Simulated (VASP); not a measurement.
# HfN (I-4m2) in VASP: notebook

HfN is run at these levels: PBEsol; tasks: single point.

Program: VASP 6.6.1. These are calculated values, not measurements. Logs are shortened: lines on timing, memory, paths and dates and some standing lists are left out, and cuts for length are marked.

### Step 1. The cell of the first run

The structure is tetragonal, space group I-4m2 (No. 119). The conventional cell has a = 3.333 Å, b = 3.333 Å, c = 4.910 Å, α = 90.00°, β = 90.00°, γ = 90.00°. Hf (site symmetry -4m2) has 4 N at 2.07 Å within 2.7 Å. N (site symmetry -4m2) has 4 Hf at 2.07 Å within 2.7 Å.

### Step 2. Single point, PBEsol (strain -0.040 along x and y, +0.000 along z)

INCAR reads:

```
PREC = Accurate
ENCUT = 520
EDIFF = 1E-6
ISMEAR = 0
SIGMA = 0.15
LREAL = False
LASPH = True
NELM = 100
ALGO = Normal
ISIF = 2
LWAVE = False
LCHARG = True
GGA = PS
LELF = True
LVHAR = True
NBANDS = 14
```

KPOINTS reads:

```
Automatic mesh
0
Gamma
  16 16 16
```

POSCAR reads:

```
HfN
1.0
    0.0000000000      2.3566291200      2.4548220000
    2.3566291200      0.0000000000      2.4548220000
    2.3566291200      2.3566291200      0.0000000000
Hf N
1 1
Direct
    0.0000000000      0.0000000000      0.0000000000
    0.7500000000      0.7500000000      0.7500000000
```

Potentials or basis: VASP PAW PBE potentials, release 64 (Hf_pv, N).

Launch:

```sh
$ cat potpaw_PBE.64/Hf_pv/POTCAR potpaw_PBE.64/N/POTCAR > POTCAR
$ mpirun -np 1 vasp_std > vasp.out
```

OUTCAR:

```text
PREC = Accurate
   ENCUT = 520
   EDIFF = 1E-6
   ISMEAR = 0
   LREAL = False
   LASPH = True
   NELM = 100
   ISIF = 2
   GGA = PS

 ion  position               nearest neighbor table
   1  0.000  0.000  0.000-   2 2.07   2 2.07   2 2.07   2 2.07
   2  0.750  0.750  0.750-   1 2.07   1 2.07   1 2.07   1 2.07

  LATTYP: Found a body centered tetragonal cell.
 ALAT       =     3.3327768630
 C/A-ratio  =     1.4731391275

  Lattice vectors:

 A1 = (  -2.3566291200,   0.0000000000,   2.4548220000)
 A2 = (   2.3566291200,   0.0000000000,   2.4548220000)
 A3 = (   0.0000000000,   2.3566291200,  -2.4548220000)

Analysis of symmetry for initial positions (statically):
=====================================================================
 Subroutine PRICEL returns:
 Original cell was already a primitive cell.

 Routine SETGRP: Setting up the symmetry group for a
 body centered tetragonal supercell.

 Subroutine GETGRP returns: Found  8 space group operations
 (whereof  8 operations were pure point group operations)
 out of a pool of 16 trial point group operations.

The static configuration has the point symmetry D_2d.

Analysis of symmetry for dynamics (positions and initial velocities):
=====================================================================
 Subroutine PRICEL returns:
 Original cell was already a primitive cell.

 Routine SETGRP: Setting up the symmetry group for a
 body centered tetragonal supercell.

 Subroutine GETGRP returns: Found  8 space group operations
 (whereof  8 operations were pure point group operations)
 out of a pool of 16 trial point group operations.

The dynamic configuration has the point symmetry D_2d.

 Subroutine INISYM returns: Found  8 space group operations
 (whereof  8 operations are pure point group operations),
 and found     1 'primitive' translations

----------------------------------------------------------------------------------------

                                     Primitive cell

  volume of cell :      27.2667

  direct lattice vectors                    reciprocal lattice vectors
     0.000000000  2.356629120  2.454822000    -0.212167454  0.212167454  0.203680756
     2.356629120  0.000000000  2.454822000     0.212167454 -0.212167454  0.203680756
     2.356629120  2.356629120  0.000000000     0.212167454  0.212167454 -0.203680756

  length of vectors
     3.402918139  3.402918139  3.332776863     0.362651220  0.362651220  0.362651220

  position of ions in fractional coordinates (direct lattice)
     0.000000000  0.000000000  0.000000000
     0.750000000  0.750000000  0.750000000

  ion indices of the primitive-cell ions
   primitive index   ion index
                 1           1
                 2           2

----------------------------------------------------------------------------------------

 KPOINTS: Automatic mesh

Automatic generation of k-mesh.
 Grid dimensions read from file:
 generate k-points for:   16   16   16

 Generating k-lattice:

  Cartesian coordinates                     Fractional coordinates (reciprocal lattice)
    -0.013260466  0.013260466  0.012730047     0.062500000  0.000000000  0.000000000
     0.013260466 -0.013260466  0.012730047     0.000000000  0.062500000  0.000000000
     0.013260466  0.013260466 -0.012730047    -0.000000000 -0.000000000  0.062500000

  Length of vectors
     0.022665701  0.022665701  0.022665701

  Shift w.r.t. Gamma in fractional coordinates (k-lattice)
     0.000000000  0.000000000  0.000000000

 Subroutine IBZKPT returns following result:
 ===========================================

 Found    349 irreducible k-points:

 Following reciprocal coordinates:
            Coordinates               Weight
  0.000000  0.000000  0.000000      1.000000
  0.062500  0.000000  0.000000      8.000000
  0.125000  0.000000  0.000000      8.000000
  0.187500  0.000000  0.000000      8.000000
  0.250000  0.000000  0.000000      8.000000
  0.312500  0.000000  0.000000      8.000000
[... 16 lines left out ...]
 -0.125000  0.062500  0.000000      8.000000
 -0.062500  0.062500  0.000000      4.000000
 [... further k-points ...]
   k-points           NKPTS =    349   k-points in BZ     NKDIM =    349   number of bands    NBANDS=     14
   number of dos      NEDOS =    301   number of ions     NIONS =      2
   total plane-waves  NPLWV =  21952
   dimension x,y,z NGX =    28 NGY =   28 NGZ =   28
   dimension x,y,z NGXF=    56 NGYF=   56 NGZF=   56
   ions per type =               1   1
   NGX,Y,Z   is equivalent  to a cutoff of  13.68, 13.68, 13.97 a.u.
   NGXF,Y,Z  is equivalent  to a cutoff of  27.36, 27.36, 27.93 a.u.
 SYSTEM =  unknown system
   PREC   = accura    normal or accurate (medium, high low for compatibility)
   ISTART =      0    job   : 0-new  1-cont  2-samecut
   ICHARG =      2    charge: 1-file 2-atom 10-const
   ISPIN  =      1    spin polarized calculation?
   LNONCOLLINEAR =      F non collinear calculations
   LSORBIT =      F    spin-orbit coupling
   LASPH  =      T    aspherical Exc in radial PAW
   ENCUT  =  520.0 eV  38.22 Ry    6.18 a.u.   6.33  6.33  6.20*2*pi/ulx,y,z
   NELM   =    100;   NELMIN=  2; NELMDL= -5     # of ELM steps
   EDIFF  = 0.1E-05   stopping-criterion for ELM
   LREAL  =      F    real-space projection
   EDIFFG = 0.1E-04   stopping-criterion for IOM
   NSW    =      0    number of steps for IOM
   IBRION =     -1    ionic relax: 0-MD 1-quasi-New 2-CG
   NFREE  =      0    steps in history (QN), initial steepest desc. (CG)
   ISIF   =      2    stress and relaxation
   ISYM   =      2    0-nonsym 1-usesym 2-fastsym
   POTIM  = 0.5000    time-step for ionic-motion
   TEBEG  =    0.0;   TEEND  =   0.0 temperature during run
   PSTRESS=    0.0 pullay stress
   NELECT =      15.0000    total number of electrons
   NUPDOWN=      -1.0000    fix difference up-down
   EMIN   =  10.00;   EMAX   =-10.00  energy-range for DOS
   EFERMI =   0.00;   METHOD = LEGACY
   ISMEAR =     0;   SIGMA  =   0.15  broadening in eV -4-tet -1-fermi 0-gaus
   EFERMI_NEDOS =   21; number of points for ismear=-14 and -15
   IALGO  =     38    algorithm
   IMIX   =      4    mixing-type and parameters
     AMIX     =   0.40;   BMIX     =  1.00
     AMIX_MAG =   1.60;   BMIX_MAG =  1.00
  volume/ion in A,a.u.               =      13.63        92.00
  Fermi-wavevector in a.u.,A,eV,Ry     =   1.341409  2.534895 24.482011  1.799377
  Thomas-Fermi vector in A             =   2.469644
   LORBIT       =      0    0 simple, 1 ext, 2 COOP (PROOUT), +10 PAW based schemes
   GGA     = PS    functional components
   LHFCALC =     F    Hartree Fock is set to
   AEXX    =    0.0000 exact exchange contribution
   IVDW    =     0    specifies the selected vdW correction
   LEPSILON=     F    determine dielectric tensor
   LRPA    =     F    only Hartree local field effects (RPA)
 non-spin polarized calculation
 Gauss-broadening in eV      SIGMA  =   0.15
  energy-cutoff  :      520.00
  volume of cell :       27.27
 maximum number of plane-waves:       752
 NGX is ok and might be reduce to    28
   NGX = 13   NGY = 13   NGZ = 13

 number of electron      14.9999999 magnetization

 Free energy of the ion-electron system (eV)
  ---------------------------------------------------
  ext. energy  EPLUGINS =         0.00000000
  ---------------------------------------------------
  free energy    TOTEN  =       -22.20514206 eV

  energy without entropy =      -22.19849961  energy(sigma->0) =      -22.20182084

 E-fermi :   6.2528     XC(G=0): -11.7919

 val. band max:        6.2499447752   @ k =  -0.2500   0.2500   0.1875
 cond. band min:       6.2599650572   @ k =  -0.0625  -0.0000   0.0625
 fundamental gap:      0.0100202820
 Fermi energy:         6.2527508673

 k-point     1 :       0.0000    0.0000    0.0000
  band No.  band energies     occupation
      1     -24.5266      2.00000
      2     -24.5231      2.00000
      3     -24.5231      2.00000
      4     -10.2705      2.00000
      5       0.3355      2.00000
      6       0.4552      2.00000
      7       0.4552      2.00000
      8       5.6994      2.00000
      9       8.3523      0.00000
     10       8.9307      0.00000
     11      12.8558      0.00000
     12      13.6027      0.00000
     13      13.6027      0.00000
     14      18.9325      0.00000

 k-point     2 :       0.0625    0.0000    0.0000
  band No.  band energies     occupation
      1     -24.5513      2.00000
      2     -24.5293      2.00000
      3     -24.5259      2.00000
      4     -10.2126      2.00000
      5       0.2967      2.00000
      6       0.4334      2.00000
      7       0.4898      2.00000
      8       5.9237      1.99808
      9       8.2846      0.00000
     10       8.8361      0.00000
     11      12.9074      0.00000
     12      13.5654      0.00000
     13      13.7246      0.00000
     14      18.9266      0.00000

 k-point     3 :       0.1250    0.0000    0.0000
  band No.  band energies     occupation
      1     -24.6271      2.00000
      2     -24.5404      2.00000
      3     -24.5337      2.00000
      4     -10.0511      2.00000
      5       0.1096      2.00000
      6       0.4997      2.00000
      7       0.5863      2.00000
      8       6.5049      0.01746
      9       8.1426      0.00000
     10       8.6201      0.00000
     11      12.8358      0.00000
     12      13.6522      0.00000
     13      13.9813      0.00000
     14      18.1650      0.00000

 k-point     4 :       0.1875    0.0000    0.0000
  band No.  band energies     occupation
      1     -24.7381      2.00000
      2     -24.5568      2.00000
      3     -24.5454      2.00000
      4      -9.8182      2.00000
      5      -0.0798      2.00000
      6       0.6167      2.00000
      7       0.7249      2.00000
      8       7.2254      0.00000
      9       8.0572      0.00000
     10       8.4147      0.00000
     11      12.5732      0.00000
     12      13.8518      0.00000
     13      14.1367      0.00000
     14      16.6983      0.00000

 k-point     5 :       0.2500    0.0000    0.0000
  band No.  band energies     occupation
      1     -24.8653      2.00000
      2     -24.5761      2.00000
      3     -24.5591      2.00000
      4      -9.5596      2.00000
      5      -0.1617      2.00000
      6       0.7408      2.00000
      7       0.8764      2.00000
      8       7.7757      0.00000
      9       8.1852      0.00000
     10       8.3270      0.00000
     11      12.2998      0.00000
[... 276 lines left out ...]
 k-point    22 :      -0.1875    0.0625    0.0000
  band No.  band energies     occupation
      1     -24.7936      2.00000
      2     -24.5823      2.00000
      3     -24.5439      2.00000
      4      -9.6919      2.00000
      5      -0.1903      2.00000
      6       0.7290      2.00000
      7       0.7729      2.00000
      8       7.5567      0.00000
      9       8.0101      0.00000
     10       8.4796      0.00000
     11      12.5808      0.00000
     12      13.5515      0.00000
     13      14.3705      0.00000
     14      16.1916      0.00000

 k-point    23 :      -0.1250    0.0625    0.0000
  band No.  band energies     occupation
      1     -24.6791      2.00000
      2     -24.5610      2.00000
      3     -24.5330      2.00000
      4      -9.9335      2.00000
      5      -0.0340      2.00000
      6       0.5952      2.00000
      7       0.6319      2.00000
      8       6.8961      0.00000
      9       8.2316      0.00000
     10       8.4094      0.00000
     11      12.8836      0.00000
     12      13.3916      0.00000
     13      14.2818      0.00000
     14      17.5741      0.00000

 k-point    24 :      -0.0625    0.0625    0.0000
  band No.  band energies     occupation
      1     -24.5929      2.00000
      2     -24.5428      2.00000
      3     -24.5267      2.00000
      4     -10.1194      2.00000
      5       0.1865      2.00000
      6       0.4668      2.00000
      7       0.5304      2.00000
      8       6.2740      0.84100
      9       8.3897      0.00000
     10       8.5446      0.00000
     11      12.9771      0.00000
     12      13.3720      0.00000
     13      14.0007      0.00000
     14      18.8023      0.00000

 [... further k-points ...]

------------------------ aborting loop because EDIFF is reached ----------------------------------------

  FORCE on cell =-STRESS in cart. coord.  units (eV):
  Direction    XX          YY          ZZ          XY          YZ          ZX
  --------------------------------------------------------------------------------------
  -------------------------------------------------------------------------------------
  Total        2.3820660      2.3820660      1.2694254      0.0000000      0.0000000     -0.0000000
  in kB      139.9690095    139.9690095     74.5908045      0.0000000      0.0000000     -0.0000000
  external PRESSURE =     118.1762745 kB  Pullay stress =       0.0000000 kB

 VOLUME and BASIS-vectors are now :
 -----------------------------------------------------------------------------
  energy-cutoff  :      520.00
  volume of cell :       27.27
      direct lattice vectors                 reciprocal lattice vectors
     0.000000000  2.356629120  2.454822000    -0.212167454  0.212167454  0.203680756
     2.356629120  0.000000000  2.454822000     0.212167454 -0.212167454  0.203680756
     2.356629120  2.356629120  0.000000000     0.212167454  0.212167454 -0.203680756

 POSITION                                       TOTAL-FORCE (eV/Angst)
 -----------------------------------------------------------------------------------
      0.00000      0.00000      0.00000         0.000000      0.000000     -0.000000
      3.53494      3.53494      3.68223        -0.000000     -0.000000      0.000000
 -----------------------------------------------------------------------------------
    total drift:                               -0.000000     -0.000000      0.000000

  FREE ENERGIE OF THE ION-ELECTRON SYSTEM (eV)
  ---------------------------------------------------
  free  energy   TOTEN  =       -22.2051420622 eV

  energy  without entropy=      -22.1984996083  energy(sigma->0) =      -22.20182084
```

Wall time 2.8 min (1 thread of Intel Xeon Platinum 8375C at 2.90GHz (Ice Lake), shared host); peak memory 0.27 GiB.

Results:

- Free energy: -22.2051 eV
- Pressure: 11.8 GPa

Caveat: the cell differs from its parent crystal (strain -0.040 along x and y, +0.000 along z); the PAW data sets were made with another functional, which shifts forces and pressure a little; spin-orbit coupling is left out, which moves the levels of the heavy elements.

### Step 3. Single point, PBEsol (strain +0.040 along x and y, +0.080 along z)

INCAR reads:

```
PREC = Accurate ; ENCUT = 520
EDIFF = 1E-7 ; ISMEAR = 0
SIGMA = 0.15 ; LREAL = F
LASPH = T ; NELM = 80
ALGO = Normal ; ISIF = 2
LWAVE = F ; LCHARG = F
GGA = PS ; NBANDS = 14
```

KPOINTS reads:

```
regular mesh
0
Gamma
  16 16 16
```

POSCAR reads:

```
HfN
1.0
    0.0000000000      2.5530148800      2.6512077600
    2.5530148800      0.0000000000      2.6512077600
    2.5530148800      2.5530148800      0.0000000000
Hf N
1 1
Direct
    0.0000000000      0.0000000000      0.0000000000
    0.7500000000      0.7500000000      0.7500000000
```

Potentials or basis: VASP PAW PBE potentials, release 64 (Hf_pv, N).

Launch:

```sh
$ cat potpaw_PBE.64/Hf_pv/POTCAR potpaw_PBE.64/N/POTCAR > POTCAR
$ mpirun -np 1 vasp_std > vasp.out
```

It took 57 s on 1 thread of Intel Xeon 6975P-C (Granite Rapids), shared host; peak memory 0.29 GiB.

It converged, with:

- Free energy: -21.6944 eV
- Pressure: -26.4 GPa

Stress tensor (GPa, compression positive):
```
-24.51   0.00   0.00
  0.00 -24.51   0.00
  0.00   0.00 -30.24
```

Levels at points of the mesh, in eV from the Fermi level:
| k point | band 5 | band 6 | band 7 | band 8 | band 9 | band 10 | band 11 | band 12 |
| --- | --- | --- | --- | --- | --- | --- | --- | --- |
| (0.00, 0.00, 0.00) | -4.83 | -4.73 | -4.73 | -1.08 | 1.65 | 2.02 | 5.25 | 5.74 |
| (0.50, 0.00, 0.00) | -5.35 | -4.39 | -4.20 | 1.26 | 2.20 | 2.27 | 3.53 | 4.38 |
| (0.50, 0.50, 0.00) | -6.19 | -3.30 | -3.30 | -1.15 | 1.67 | 3.25 | 3.79 | 3.79 |
| (0.50, 0.00, 0.50) | -6.08 | -3.48 | -3.36 | -0.96 | 1.69 | 3.27 | 3.78 | 3.86 |

Caveat: the cell differs from its parent crystal (strain +0.040 along x and y, +0.080 along z); the PAW data sets were made with another functional, which shifts forces and pressure a little; spin-orbit coupling is left out, which moves the levels of the heavy elements.

### Step 4. Single point, PBEsol (strain -0.080 along x and y, -0.040 along z)

INCAR reads:

```
SYSTEM = HfN
  ALGO = Normal
  EDIFF = 1E-6
  ENCUT = 520
  GGA = PS
  ISIF = 2
  ISMEAR = 0
  LASPH = .True.
  LCHARG = .False.
  LREAL = .False.
  LWAVE = .False.
  NBANDS = 14
  NELM = 100
  PREC = Accurate
  SIGMA = 0.15
```

KPOINTS reads:

```
k-points
0
Gamma
  16 16 16
  0 0 0
```

POSCAR reads:

```
HfN
1.0
    0.0000000000      2.2584362400      2.3566291200
    2.2584362400      0.0000000000      2.3566291200
    2.2584362400      2.2584362400      0.0000000000
Hf N
1 1
Direct
    0.0000000000      0.0000000000      0.0000000000
    0.7500000000      0.7500000000      0.7500000000
```

Launch:

```sh
$ cat potpaw_PBE.64/Hf_pv/POTCAR potpaw_PBE.64/N/POTCAR > POTCAR
$ mpirun -np 1 vasp_std > vasp.out
```

Wall time 28 s (1 thread of Intel Xeon 6975P-C (Granite Rapids), shared host); peak memory 0.24 GiB.

It converged, with:

| Property | Result |
| --- | --- |
| Free energy | -21.5894 eV |
| Pressure | 53.0 GPa |

Stress tensor (GPa, compression positive):
```
54.98  0.00  0.00
 0.00 54.98  0.00
 0.00  0.00 48.94
```

Levels at points of the mesh, in eV from the Fermi level:
```tsv
k point	band 6	band 7	band 8	band 9	band 10	band 11
(0.00, 0.00, 0.00)	-6.44	-6.44	-0.22	2.33	3.05	7.32
(0.50, 0.00, 0.00)	-5.83	-5.56	1.91	3.34	3.49	4.90
(0.50, 0.50, 0.00)	-3.67	-3.67	-1.42	2.66	5.21	5.87
(0.50, 0.00, 0.50)	-3.87	-3.71	-1.05	2.74	5.24	5.86
```

Caveat: the cell differs from its parent crystal (strain -0.080 along x and y, -0.040 along z); the PAW data sets were made with another functional, which shifts forces and pressure a little; spin-orbit coupling is left out, which moves the levels of the heavy elements.

### Step 5. The runs side by side

| cell | gap on the mesh (eV) | pressure (GPa) |
| --- | --- | --- |
| a = 3.403, b = 3.403, c = 3.333 Å, angles 60.7, 60.7, 58.6°, 2 atoms | none | 11.8 |
| a = 3.681, b = 3.681, c = 3.611 Å, angles 60.6, 60.6, 58.7°, 2 atoms | none | -26.4 |
| a = 3.264, b = 3.264, c = 3.194 Å, angles 60.7, 60.7, 58.6°, 2 atoms | none | 53.0 |

Alike in all rows: task single point; level PBEsol; potentials or basis VASP PAW PBE potentials, release 64 (Hf_pv, N); no spin polarisation; k mesh 16 × 16 × 16; cutoff (eV) 520; smearing gaussian 0.15 eV.

Caveats: the PAW data sets were made with another functional, which shifts forces and pressure a little; spin-orbit coupling is left out, which moves the levels of the heavy elements.

Total energies depend on the potentials used, so only differences within one code and one set of settings carry meaning.
